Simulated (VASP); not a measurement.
# NaAl15N15 (a cell with a defect) in VASP: further runs

The runs below take NaAl15N15 (a cell with a defect) through single point, with PBE.

Program: VASP 6.6.1. These are calculated values, not measurements. Logs are shortened: lines on timing, memory, paths and dates and some standing lists are left out, and cuts for length are marked.

### Step 1. The cell of the first run

The cell holds a defect, 31 atoms: a = 6.260 Å, b = 6.260 Å, c = 10.035 Å, α = 90.00°, β = 90.00°, γ = 120.00°.

### Step 2. Single point, PBE, collinear spin

The input, INCAR:

```
PREC = Accurate
ENCUT = 520
EDIFF = 1E-6
ISMEAR = 0
SIGMA = 0.01
LREAL = Auto
LASPH = True
NELM = 150
ALGO = Normal
ISIF = 2
LWAVE = False
LCHARG = True
ISPIN = 2
MAGMOM = 0.02 0 0 0 0.01 0 0 0 0.01 0 0 0 0 0 0 0.02 0.02 0 0.01 0.04 0.02 0 0.02 0.03 0.02 0 0.02 0.07 0 0 0
LORBIT = 11
NUPDOWN = 1.0
GGA = PE
LELF = True
LVHAR = True
NBANDS = 88
```

The input, KPOINTS:

```
Automatic mesh
0
Gamma
  1 1 1
  0.25 0.25 0.25
```

The input, POSCAR:

```
NaAl15N15
1.0
    6.2595139102      0.0000000601      0.0000000000
   -3.1297570100      5.4208980298      0.0000000000
    0.0000000000      0.0000000000     10.0348065900
Al Na N
15 1 15
Direct
    0.3346127716      0.1654569427      0.2255271930
    0.3319745472      0.1688935241      0.7545301211
    0.1648034939      0.3357437059      0.9944545217
    0.3354723066      0.6703247347      0.2508413235
    0.1548089280      0.7994216777      0.5052915000
    0.3323201517      0.6627313804      0.7519342248
    0.1631771115      0.8307650835      0.9990500569
    0.8303639933      0.1650948751      0.2508172019
    0.7026016365      0.3463749821      0.5055427508
    0.8377352287      0.1681316156      0.7520466890
    0.6697034676      0.3373969630      0.9991540732
    0.8307625889      0.6691833194      0.2511692985
    0.6603897272      0.8400275956      0.5013157848
    0.8303752508      0.6708962590      0.7504465437
    0.6652305388      0.8352363623      1.0004887849
    0.1940873038      0.3064289999      0.4911550987
    0.1674111103      0.3337370829      0.1893446787
    0.3339694852      0.1665917598      0.9459615038
    0.1687800332      0.3314351800      0.7106786023
    0.3450207765      0.6953768024      0.4329426311
    0.1616570539      0.8282515012      0.1891014463
    0.3325422428      0.6728487310      0.9426236221
    0.1676057307      0.8346779748      0.6906423539
    0.8050317232      0.1551846220      0.4328387993
    0.6715014478      0.3379348498      0.1891976820
    0.8276175936      0.1678998563      0.9426533256
    0.6666989513      0.3338126142      0.6906611633
    0.8299539425      0.6705234995      0.4419342157
    0.6681475388      0.8321875705      0.1880888236
    0.8308451245      0.6697079173      0.9390657214
    0.6660440259      0.8344521355      0.6919775930
```

Potentials or basis: VASP PAW PBE potentials, release 64 (Al, Na_pv, N).

The run is started by

```
cat potpaw_PBE.64/Al/POTCAR potpaw_PBE.64/Na_pv/POTCAR potpaw_PBE.64/N/POTCAR > POTCAR
mpirun -np 1 vasp_std > vasp.out
```

OUTCAR:

```text
PREC = Accurate
   ENCUT = 520
   EDIFF = 1E-6
   ISMEAR = 0
   LREAL = Auto
   LASPH = True
   NELM = 150
   ISIF = 2
   ISPIN = 2
   LORBIT = 11
   NUPDOWN = 1.0
   GGA = PE

 ion  position               nearest neighbor table
   1  0.335  0.165  0.226-  17 1.85  25 1.86  21 1.86   7 2.91  11 2.91   3 2.96  16 3.07   4 3.11
                             8 3.11  12 3.14  12 3.14   8 3.17   4 3.17
   2  0.332  0.169  0.755-  19 1.82  18 1.92  23 1.92  27 1.92   3 3.01  16 3.04  11 3.06   7 3.06
                             6 3.09  10 3.09  14 3.13  14 3.13  10 3.17   6 3.17   5 3.20   9 3.21
   3  0.165  0.336  0.994-  18 1.90  22 1.90  26 1.90  17 1.96   1 2.96  10 3.01   6 3.01   2 3.01
                             7 3.10  11 3.10  15 3.13  15 3.13   8 3.15   4 3.15  11 3.16   7 3.16
   4  0.335  0.670  0.251-  20 1.83  21 1.90  29 1.91  17 1.93   5 3.06  13 3.07  15 3.08   8 3.10
                            12 3.10   7 3.10   1 3.11   3 3.15  12 3.16   8 3.16   1 3.17
   5  0.155  0.799  0.505-  20 1.77  23 1.87  28 1.88   9 2.83   6 3.01  14 3.03  13 3.05   4 3.06
                            16 3.06  12 3.10   2 3.20  13 3.23
   6  0.332  0.663  0.752-  19 1.84  31 1.91  22 1.91  23 1.93   5 3.01   3 3.01  15 3.08   7 3.08
                            13 3.08   2 3.09  14 3.09  10 3.10  10 3.16  14 3.17   2 3.17
   7  0.163  0.831  0.999-  22 1.86  18 1.90  30 1.90  21 1.91   1 2.91   2 3.06  14 3.08   6 3.08
                            11 3.09   3 3.10   4 3.10  12 3.11  15 3.13  15 3.13   3 3.16  11 3.17
   8  0.830  0.165  0.251-  24 1.83  25 1.90  29 1.91  17 1.93   9 3.06  13 3.07  15 3.08   4 3.10
                            11 3.10  12 3.11   1 3.11   3 3.15  12 3.15   4 3.16   1 3.17
   9  0.703  0.346  0.506-  24 1.77  27 1.87  28 1.88   5 2.83  10 3.00  14 3.03  13 3.05   8 3.06
                            16 3.07  12 3.10   2 3.21  13 3.23
  10  0.838  0.168  0.752-  19 1.84  31 1.91  26 1.91  27 1.93   9 3.00   3 3.01  15 3.08  11 3.08
                            13 3.08  14 3.09   2 3.09   6 3.10   6 3.16   2 3.17  14 3.17
  11  0.670  0.337  0.999-  26 1.86  18 1.90  30 1.90  25 1.91   1 2.91   2 3.06  10 3.08  14 3.08
                             7 3.09  12 3.10   8 3.10   3 3.10  15 3.13  15 3.13   3 3.16   7 3.17
  12  0.831  0.669  0.251-  29 1.88  21 1.90  25 1.90  28 1.91  15 3.09   9 3.10   5 3.10  11 3.10
                             4 3.10   8 3.11   7 3.11  13 3.12   1 3.14   1 3.14   8 3.15   4 3.16
  13  0.660  0.840  0.501-  24 1.84  20 1.84  31 1.91  28 1.93   5 3.05   9 3.05   4 3.07   8 3.07
                             6 3.08  10 3.08  14 3.10  12 3.12   5 3.23   9 3.23
  14  0.830  0.671  0.750-  31 1.87  30 1.89  27 1.92  23 1.92   9 3.03   5 3.03   7 3.08  15 3.08
                            11 3.08  10 3.09   6 3.09  13 3.10   2 3.13   2 3.13   6 3.17  10 3.17
  15  0.665  0.835  0.000-  29 1.88  26 1.89  22 1.89  30 1.90  10 3.08   6 3.08  14 3.08   4 3.08
                             8 3.08  12 3.09   7 3.13  11 3.13   3 3.13  11 3.13   3 3.13   7 3.13
  16  0.194  0.306  0.491-  20 2.20  24 2.21  19 2.22   2 3.04   5 3.06   9 3.07   1 3.07
  17  0.167  0.334  0.189-   1 1.85   4 1.93   8 1.93   3 1.96
  18  0.334  0.167  0.946-  11 1.90   7 1.90   3 1.90   2 1.92
  19  0.169  0.331  0.711-   2 1.82  10 1.84   6 1.84  16 2.22
  20  0.345  0.695  0.433-   5 1.77   4 1.83  13 1.84  16 2.20
  21  0.162  0.828  0.189-   1 1.86  12 1.90   4 1.90   7 1.91
  22  0.333  0.673  0.943-   7 1.86  15 1.89   3 1.90   6 1.91
  23  0.168  0.835  0.691-   5 1.87   2 1.92  14 1.92   6 1.93
  24  0.805  0.155  0.433-   9 1.77   8 1.83  13 1.84  16 2.21
  25  0.672  0.338  0.189-   1 1.86  12 1.90   8 1.90  11 1.91
  26  0.828  0.168  0.943-  11 1.86  15 1.89   3 1.90  10 1.91
  27  0.667  0.334  0.691-   9 1.87  14 1.92   2 1.92  10 1.93
  28  0.830  0.671  0.442-   9 1.88   5 1.88  12 1.91  13 1.93
  29  0.668  0.832  0.188-  12 1.88  15 1.88   4 1.91   8 1.91
  30  0.831  0.670  0.939-  14 1.89  15 1.90   7 1.90  11 1.90
  31  0.666  0.834  0.692-  14 1.87   6 1.91  10 1.91  13 1.91

  LATTYP: Found a hexagonal cell.
 ALAT       =     6.2595139102
 C/A-ratio  =     1.6031287308

  Lattice vectors:

 A1 = (   6.2595139102,   0.0000000601,   0.0000000000)
 A2 = (  -3.1297570100,   5.4208980298,   0.0000000000)
 A3 = (   0.0000000000,   0.0000000000,  10.0348065900)

Analysis of symmetry for initial positions (statically):
=====================================================================
 Subroutine PRICEL returns:
 Original cell was already a primitive cell.

 Routine SETGRP: Setting up the symmetry group for a
 hexagonal supercell.

 Subroutine GETGRP returns: Found  1 space group operations
 (whereof  1 operations were pure point group operations)
 out of a pool of 24 trial point group operations.

[... 160 lines left out ...]
   ICHARG =      2    charge: 1-file 2-atom 10-const
   ISPIN  =      2    spin polarized calculation?
   LNONCOLLINEAR =      F non collinear calculations
   LSORBIT =      F    spin-orbit coupling
   LASPH  =      T    aspherical Exc in radial PAW
   ENCUT  =  520.0 eV  38.22 Ry    6.18 a.u.  11.64 11.64 18.66*2*pi/ulx,y,z
   NELM   =    150;   NELMIN=  2; NELMDL= -5     # of ELM steps
   EDIFF  = 0.1E-05   stopping-criterion for ELM
   LREAL  =      T    real-space projection
   EDIFFG = 0.1E-04   stopping-criterion for IOM
   NSW    =      0    number of steps for IOM
   IBRION =     -1    ionic relax: 0-MD 1-quasi-New 2-CG
   NFREE  =      0    steps in history (QN), initial steepest desc. (CG)
   ISIF   =      2    stress and relaxation
   ISYM   =      2    0-nonsym 1-usesym 2-fastsym
   POTIM  = 0.5000    time-step for ionic-motion
   TEBEG  =    0.0;   TEEND  =   0.0 temperature during run
   PSTRESS=    0.0 pullay stress
   NELECT =     127.0000    total number of electrons
   NUPDOWN=       1.0000    fix difference up-down
   EMIN   =  10.00;   EMAX   =-10.00  energy-range for DOS
   EFERMI =   0.00;   METHOD = LEGACY
   ISMEAR =     0;   SIGMA  =   0.01  broadening in eV -4-tet -1-fermi 0-gaus
   EFERMI_NEDOS =   21; number of points for ismear=-14 and -15
   IALGO  =     38    algorithm
   IMIX   =      4    mixing-type and parameters
     AMIX     =   0.40;   BMIX     =  1.00
     AMIX_MAG =   1.60;   BMIX_MAG =  1.00
  volume/ion in A,a.u.               =      10.98        74.12
  Fermi-wavevector in a.u.,A,eV,Ry     =   1.178426  2.226903 18.894257  1.388689
  Thomas-Fermi vector in A             =   2.314755
   LORBIT       =     11    0 simple, 1 ext, 2 COOP (PROOUT), +10 PAW based schemes
   GGA     = PE    functional components
   LHFCALC =     F    Hartree Fock is set to
   AEXX    =    0.0000 exact exchange contribution
   IVDW    =     0    specifies the selected vdW correction
   LEPSILON=     F    determine dielectric tensor
   LRPA    =     F    only Hartree local field effects (RPA)
 spin polarized calculation
 Gauss-broadening in eV      SIGMA  =   0.01
  energy-cutoff  :      520.00
  volume of cell :      340.50
 maximum number of plane-waves:      9148
 NGX is ok and might be reduce to    48
   NGX = 23   NGY = 23   NGZ = 37

 number of electron     127.0000000 magnetization       1.0000116

 Free energy of the ion-electron system (eV)
  ---------------------------------------------------
  ext. energy  EPLUGINS =         0.00000000
  ---------------------------------------------------
  free energy    TOTEN  =      -222.22078002 eV

  energy without entropy =     -222.22078002  energy(sigma->0) =     -222.22078002

 E-fermi :   6.3049     XC(G=0): -10.6639

 val. band max:        6.8723994740   @ k =  -0.2500  -0.2500   0.2500
 cond. band min:       7.9329128348   @ k =  -0.2500   0.5000   0.2500
 fundamental gap:      1.0605133608
 Fermi energy:         6.9637905771

 spin component 1

 k-point     1 :       0.2500    0.2500    0.2500
  band No.  band energies     occupation
      1     -15.3967      1.00000
      2     -15.3686      1.00000
      3     -15.3410      1.00000
      4      -9.0152      1.00000
      5      -8.6485      1.00000
      6      -8.4432      1.00000
[... 457 lines left out ...]
     74      12.2416      0.00000
     75      12.3091      0.00000
 Fermi energy:         6.3048727608

 spin component 2

 k-point     1 :       0.2500    0.2500    0.2500
  band No.  band energies     occupation
      1     -15.3525      1.00000
      2     -15.3428      1.00000
      3     -15.3271      1.00000
      4      -8.9986      1.00000
      5      -8.6218      1.00000
      6      -8.4250      1.00000
[... 457 lines left out ...]
     74      12.2670      0.00000
     75      12.3413      0.00000
 [bands above 75 left out]

------------------------ aborting loop because EDIFF is reached ----------------------------------------

  FORCE on cell =-STRESS in cart. coord.  units (eV):
  Direction    XX          YY          ZZ          XY          YZ          ZX
  --------------------------------------------------------------------------------------
  -------------------------------------------------------------------------------------
  Total        5.8328794      5.4618062     13.1977587     -0.3634176     -0.0067647      0.0633389
  in kB       27.4455996     25.6995792     62.0997582     -1.7099981     -0.0318301      0.2980300
  external PRESSURE =      38.4149790 kB  Pullay stress =       0.0000000 kB

 VOLUME and BASIS-vectors are now :
 -----------------------------------------------------------------------------
  energy-cutoff  :      520.00
  volume of cell :      340.50
      direct lattice vectors                 reciprocal lattice vectors
     6.259513910  0.000000060  0.000000000     0.159756813  0.092235641  0.000000000
    -3.129757010  5.420898030  0.000000000    -0.000000002  0.184471279  0.000000000
     0.000000000  0.000000000 10.034806590     0.000000000  0.000000000  0.099653141

 POSITION                                       TOTAL-FORCE (eV/Angst)
 -----------------------------------------------------------------------------------
      1.57667      0.89693      2.26312         0.156861     -0.110546     -0.060203
      1.54940      0.91555      7.57156         0.183234     -0.088241      0.001587
     -0.01921      1.82003      9.97916        -0.124101      0.071638     -0.048478
      0.00194      3.63376      2.51714         0.095102     -0.033783      0.024912
     -1.53297      4.33358      5.07050         0.097522      0.116972      0.074491
      0.00597      3.59260      7.54551         0.088437     -0.058304     -0.019037
[... 23 lines left out ...]
      3.10466      3.63042      9.42334         0.167651     -0.096468     -0.004430
      1.55748      4.52348      6.94386        -0.177559      0.109176     -0.111943
 -----------------------------------------------------------------------------------
    total drift:                               -0.002337      0.001896      0.012820

  FREE ENERGIE OF THE ION-ELECTRON SYSTEM (eV)
  ---------------------------------------------------
  free  energy   TOTEN  =      -222.2207800244 eV

  energy  without entropy=     -222.2207800244  energy(sigma->0) =     -222.22078002

 total charge

# of ion       s       p       d       tot
------------------------------------------
    1        0.397   0.414   0.000   0.811
    2        0.375   0.436   0.000   0.811
    3        0.371   0.421   0.000   0.792
    4        0.374   0.437   0.000   0.811
    5        0.396   0.433   0.000   0.829
    6        0.376   0.435   0.000   0.811
[... 23 lines left out ...]
   30        1.230   2.619   0.000   3.849
   31        1.230   2.616   0.000   3.846
--------------------------------------------------
tot         24.294  51.739   0.000  76.033

 magnetization (x)

# of ion       s       p       d       tot
------------------------------------------
    1        0.007   0.027   0.000   0.034
    2        0.000  -0.000   0.000  -0.000
    3        0.000   0.001   0.000   0.001
    4       -0.000  -0.000   0.000  -0.000
    5        0.004   0.020   0.000   0.024
    6        0.000   0.000   0.000   0.000
[... 23 lines left out ...]
   30        0.000   0.002   0.000   0.002
   31       -0.000  -0.000   0.000  -0.000
--------------------------------------------------
tot          0.037   0.300   0.000   0.337
```

Wall time 11 min (1 thread of Intel Xeon Platinum 8259CL at 2.50GHz (Skylake/Cascade Lake), shared host); peak memory 0.7 GiB.

Results:

- Free energy: -222.2208 eV
- Pressure: 3.8 GPa
- Largest force: 0.273 eV/Å
- Net moment: 1.00 μB per cell
- Site moments: Al +0.03, -0.00, +0.00, +0.02 (each value once); Na +0.03; N +0.02, -0.00, +0.01, +0.05, +0.00, +0.03 (each value once) μB
- Valence electrons inside the program's atomic spheres: Al 0.81, 0.79, 0.83, 0.82, 0.80 (each value once); Na 6.14; N 3.82, 3.85, 3.84, 3.86, 3.83 (each value once)

Forces in eV/Å, atoms in the order of the input:
```
Al   0.157 -0.111 -0.060
Al   0.183 -0.088  0.002
Al  -0.124  0.072 -0.048
Al   0.095 -0.034  0.025
Al   0.098  0.117  0.074
Al   0.088 -0.058 -0.019
Al  -0.120  0.081  0.001
Al   0.088 -0.077  0.011
Al  -0.061 -0.147  0.068
Al   0.084 -0.045 -0.022
Al  -0.122  0.054 -0.011
Al   0.093 -0.057 -0.035
Al  -0.153  0.081  0.012
Al   0.155 -0.098  0.020
Al  -0.123  0.069  0.020
Na  -0.001  0.005 -0.067
N   -0.217  0.086  0.137
N    0.187 -0.108  0.065
N   -0.224  0.153 -0.025
N    0.105 -0.152 -0.001
N   -0.106  0.150 -0.032
N    0.217 -0.113 -0.017
N   -0.157  0.060  0.105
N    0.186 -0.002  0.010
N   -0.162  0.068 -0.036
N    0.201 -0.122 -0.003
N   -0.146  0.067  0.122
N   -0.065  0.045 -0.157
N   -0.146  0.095 -0.023
N    0.168 -0.096 -0.004
N   -0.178  0.109 -0.112
```

Caveat: the k points lie up to 0.58 Å⁻¹ apart; the total moment is fixed, so each spin has its own Fermi level and the state may be an excited one.

### Step 3. Single point, PBE

The input, INCAR:

```
SYSTEM = NaAl15N15
PREC     = Accurate       ! precision mode
ENCUT    = 520            ! plane-wave cutoff, eV
EDIFF    = 1E-7           ! SCF threshold, eV
ISMEAR   = -1             ! smearing method
SIGMA    = 0.01           ! smearing width, eV
LREAL    = Auto         
LASPH    = .TRUE.         ! aspherical terms in the spheres
NELM     = 100            ! most SCF steps
ALGO     = Normal         ! electronic algorithm
ISIF     = 2              ! what is computed and relaxed
LWAVE    = .FALSE.        ! write WAVECAR
LCHARG   = .TRUE.         ! write CHGCAR
GGA      = PE             ! functional
LELF     = .TRUE.         ! ELF
LVHAR    = .TRUE.       
NELECT   = 128.0        
NBANDS   = 84             ! bands
```

The input, KPOINTS:

```
Automatic mesh
0
Gamma
  2 2 2
  0.5 0.5 0.5
```

The input, POSCAR:

```
NaAl15N15
1.0
    6.2595139128      0.0000000578      0.0000000000
   -3.1297570064      5.4208980350      0.0000000000
    0.0000000000      0.0000000000     10.0348065929
Al Na N
15 1 15
Direct
    0.3374847066      0.1626718209      0.2527781108
    0.3319607765      0.1686919435      0.7519349242
    0.1667334694      0.3332461249      0.9949981049
    0.3355683822      0.6660106354      0.2505581410
    0.1677831099      0.8266533915      0.4955920514
    0.3308668648      0.6647666015      0.7498197441
    0.1656723485      0.8337408849      1.0008973418
    0.8344238219      0.1647500838      0.2504740163
    0.6722704768      0.3316344142      0.4950644894
    0.8349836059      0.1692391195      0.7497171274
    0.6662684792      0.3343833345      1.0008378875
    0.8328286645      0.6669528533      0.2515569172
    0.6618178744      0.8382947620      0.4974648174
    0.8316214824      0.6689994798      0.7462092151
    0.6661625993      0.8339421036      0.9991226812
    0.1867772061      0.3128846262      0.4954732987
    0.1714897015      0.3298539251      0.1883599497
    0.3345491445      0.1654061755      0.9422658509
    0.1672380653      0.3321661819      0.7129687028
    0.3452905668      0.6943924218      0.4319532211
    0.1648933685      0.8291320700      0.1894610045
    0.3325876332      0.6727849761      0.9419487852
    0.1681838607      0.8363489057      0.6870494340
    0.8056873477      0.1546349692      0.4318294606
    0.6705002017      0.3344952177      0.1894554763
    0.8272419825      0.1673940092      0.9418804784
    0.6646427718      0.3329937443      0.6868026993
    0.8315204848      0.6688077529      0.4415054132
    0.6700216804      0.8301917815      0.1864253361
    0.8320540961      0.6679871826      0.9372399026
    0.6657070012      0.8341275179      0.6907339018
```

Potentials or basis: VASP PAW PBE potentials, release 64 (Al, Na_pv, N).

The run is started by

```
cat potpaw_PBE.64/Al/POTCAR potpaw_PBE.64/Na_pv/POTCAR potpaw_PBE.64/N/POTCAR > POTCAR
mpirun -np 1 vasp_std > vasp.out
```

It took 9.6 min on 1 thread of Intel Xeon Platinum 8259CL at 2.50GHz (Skylake/Cascade Lake), shared host; peak memory 0.55 GiB.

The run converged. Its results:

| Item | Value |
| --- | --- |
| Free energy | -212.8157 eV |
| Largest force | 0.434 eV/Å |

Forces on the atoms (eV/Å):
```
Al   0.071 -0.060 -0.225
Al   0.113 -0.060 -0.026
Al  -0.124  0.082 -0.137
Al   0.114 -0.004 -0.081
Al   0.216 -0.039  0.123
Al   0.084 -0.116 -0.086
Al  -0.102  0.066 -0.117
Al   0.085 -0.098 -0.083
Al   0.164 -0.145  0.149
Al   0.141 -0.029 -0.085
Al  -0.106  0.047 -0.110
Al   0.079 -0.044 -0.242
Al  -0.245  0.134 -0.021
Al   0.153 -0.085 -0.053
Al  -0.140  0.074 -0.092
Na  -0.039  0.030 -0.079
N   -0.179  0.038  0.216
N    0.198 -0.105  0.148
N   -0.204  0.162  0.347
N    0.124  0.038  0.064
N   -0.124  0.132  0.073
N    0.219 -0.118  0.056
N   -0.145  0.039  0.094
N    0.009 -0.111  0.068
N   -0.154  0.094  0.064
N    0.200 -0.123  0.068
N   -0.141  0.046  0.104
N   -0.151  0.064 -0.192
N   -0.120  0.074  0.089
N    0.157 -0.089  0.064
N   -0.156  0.105 -0.097
```

Levels at points of the mesh, in eV from the Fermi level:
```
           k point  band 62  band 63  band 64  band 65  band 66  band 67
(0.25, 0.25, 0.25)    -1.51    -0.88    -0.32     2.19     2.87     4.01
```

Caveat: the k points lie up to 0.58 Å⁻¹ apart; the cell carries a net charge on a neutralising background, which shifts energy and pressure; the cell is charged against a uniform background, so pressure and absolute levels hang on convention.
